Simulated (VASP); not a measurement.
## Zr3SnSe: single point with PBE

Crystal: Zr3SnSe.

```xyz
5
Lattice="4.8381 0.0000 0.0000 0.0000 4.8381 0.0000 0.0000 0.0000 4.8381" Properties=species:S:1:pos:R:3 pbc="T T T"
Zr    0.0000    2.4190    2.4190
Zr    2.4190    0.0000    2.4190
Zr    2.4190    2.4190    0.0000
Sn    0.0000    0.0000    0.0000
Se    2.4190    2.4190    2.4190
```

The cell was generated, and may not be a known phase.

```json
{
  "Program": "VASP 6.6.1",
  "Task": "single point",
  "Functional": "PBE",
  "Potentials or basis": "VASP PAW PBE potentials, release 64 (Zr_sv, Sn_d, Se)",
  "Cutoff": "520 eV",
  "k mesh": "4 × 4 × 4",
  "Occupations": "gaussian, width 0.1 eV",
  "Spin": "no spin polarisation",
  "Dipole correction": "no",
  "Further INCAR settings": "ALGO = Normal; EDIFF = 1e-07; NBANDS = 36"
}
```

```json
{"Pressure": "10.1 GPa", "Band gap on the k mesh": "zero (bands 28 and 29 overlap by 0.37 eV)"}
```

Levels at points of the mesh, in eV from the Fermi level:
```csv
k point,band 25,band 26,band 27,band 28,band 29,band 30,band 31,band 32
"(0.00, 0.00, 0.00)",-2.35,-1.74,-1.74,0.00,0.00,0.00,1.11,1.11
"(0.50, 0.00, 0.00)",-2.30,-2.08,-0.49,0.37,0.74,0.80,0.80,1.17
"(0.50, 0.50, 0.00)",-2.26,-0.72,-0.72,0.08,0.08,0.42,1.34,1.70
"(0.50, 0.50, 0.50)",-2.11,-0.45,-0.45,-0.45,0.14,0.14,0.14,1.77
```

Wall time 78 s on 1 thread of Intel Xeon 8259CL (shared host), peak memory 0.22 GiB.

Caveat: the cell stands under pressure; spin-orbit coupling is left out, which moves the levels of the heavy elements.
